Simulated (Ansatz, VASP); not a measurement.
## Si3C2: VASP beside Ansatz

File INCAR:

```
ALGO     = Normal         # electronic algorithm
EDIFF    = 1E-6           # SCF threshold, eV
ENCUT    = 600            # plane-wave cutoff, eV
GGA      = PE             # functional
GGA_COMPAT= False        
ISIF     = 2              # what is computed and relaxed
ISMEAR   = 0              # smearing method
ISPIN    = 2              # spin polarisation
LASPH    = True           # aspherical terms in the spheres
LCHARG   = True           # write CHGCAR
LELF     = True           # ELF
LORBIT   = 11             # projections on sites
LREAL    = False          # projectors in reciprocal space
LVHAR    = True         
LWAVE    = False          # write WAVECAR
MAGMOM   = 0 0 0 1 1      # initial moments
NBANDS   = 22             # bands
NELM     = 200            # most SCF steps
PREC     = Accurate       # precision mode
SIGMA    = 0.1            # smearing width, eV
```

Contents of KPOINTS:

```
k-points
0
Gamma
  4 4 4
```

File POSCAR:

```
Si3C2
1.0
    4.0140501869      0.0000000000      0.0000000000
    0.0000000000      4.0140501869      0.0000000000
    0.0000000000      0.0000000000      4.0140501869
Si C
3 2
Direct
    0.0000000000      0.5000000000      0.5000000000
    0.5000000000      0.0000000000      0.5000000000
    0.5000000000      0.5000000000      0.0000000000
    0.5000000000      0.5000000000      0.5000000000
    0.0000000000      0.0000000000      0.0000000000
```

Input for Ansatz:

```yaml
crystal:
  lattice:
    - [4.0140501869, 0.0, 0.0]
    - [0.0, 4.0140501869, 0.0]
    - [0.0, 0.0, 4.0140501869]
  atoms:
    - { symbol: Si, position: [0.0, 0.5, 0.5] }
    - { symbol: Si, position: [0.5, 0.0, 0.5] }
    - { symbol: Si, position: [0.5, 0.5, 0.0] }
    - { symbol: C, position: [0.5, 0.5, 0.5], spin: 1.0 }
    - { symbol: C, position: [0.0, 0.0, 0.0], spin: 1.0 }
basis:
  ecutwfc: 420
kpoints:
  mp_grid: { grid: [4, 4, 4] }
hamiltonian:
  xc: pbe
scf:
  occupations: { method: gaussian, width: 0.1 }
  lower_state_search: "off"
output:
  forces: true
  stress: true
  eigenvalues: true
  populations: true
magnetization:
  spin_polarized: true
```

Alike in both runs: task single point; functional PBE; k mesh 4 × 4 × 4; occupations gaussian, width 0.1 eV; collinear spin.

```csv
,VASP,Ansatz
version,VASP 6.6.1,Ansatz 0.2.0
potentials or method,"VASP PAW PBE potentials, release 64 (Si, C), cutoff 600 eV","scalar-relativistic, plane waves, PAW"
valence electrons in the cell,20,20
```

```csv
,VASP,Ansatz,Ansatz less VASP
gap on the k mesh at the Fermi level (eV),none,none,-
pressure (GPa),-0.1,-0.2,-0.03
net moment per atom (μB),0.00,0.00,-0.001
```

A gap of «none» marks a metal or a gap that the smearing closes. Ansatz's warnings: seeded moment not kept.

The k mesh is coarse, so the values compare programs but aren't converged.
